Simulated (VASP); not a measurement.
Wanted: the native input for a VASP 6.6.1 run.

- Task: single point
- Functional: PBE
- Potentials or basis: VASP PAW PBE potentials, release 64 (Ba_sv, Si)
- Cutoff: 520 eV
- k mesh: 8 × 8 × 8
- Occupations: gaussian, width 0.05 eV
- Spin: no spin polarisation
- Dipole correction: no
- Further INCAR settings: ALGO = Normal; EDIFF = 1e-06; NBANDS = 19

The structure of BaSi3 lies in POSCAR:

```
BaSi3
1.0
    4.4872196948      0.0000000000      0.0000000000
    0.0000000000      4.4872196948      0.0000000000
    0.0000000000      0.0000000000      4.5769640887
Ba Si
1 3
Direct
    0.0000000000      0.0000000000      0.0000000000
    0.0000000000      0.5000000000      0.5000000000
    0.5000000000      0.5000000000      0.0000000000
    0.5000000000      0.0000000000      0.5000000000
```

These files were run (other wordings do the same):

INCAR

```
SYSTEM = BaSi3
PREC = Accurate ; ENCUT = 520
EDIFF = 1E-6 ; ISMEAR = 0
SIGMA = 0.05 ; LREAL = .False.
LASPH = .True. ; NELM = 80
ALGO = Normal ; ISIF = 2
LWAVE = .False. ; LCHARG = .True.
GGA = PE ; LELF = .True.
LVHAR = .True. ; NBANDS = 19
```

KPOINTS

```
regular mesh
0
Gamma
  8 8 8
  0 0 0
```

Potentials or basis: VASP PAW PBE potentials, release 64 (Ba_sv, Si).

Command:

```console
$ cat potpaw_PBE.64/Ba_sv/POTCAR potpaw_PBE.64/Si/POTCAR > POTCAR
$ mpirun -np 1 vasp_std > vasp.out
```

Results of the run:

The pressure is -0.2 GPa and the band gap on the k mesh is zero (band 11 reaches 6.79 eV, above the bottom of band 12 at 4.77 eV).

Caveat: spin-orbit coupling is left out, which moves the levels of the heavy elements.

Run time: 62 s on 1 thread of AMD EPYC 9R45 96-Core Processor (Zen 5), with other jobs on the host, peak memory 0.25 GiB.
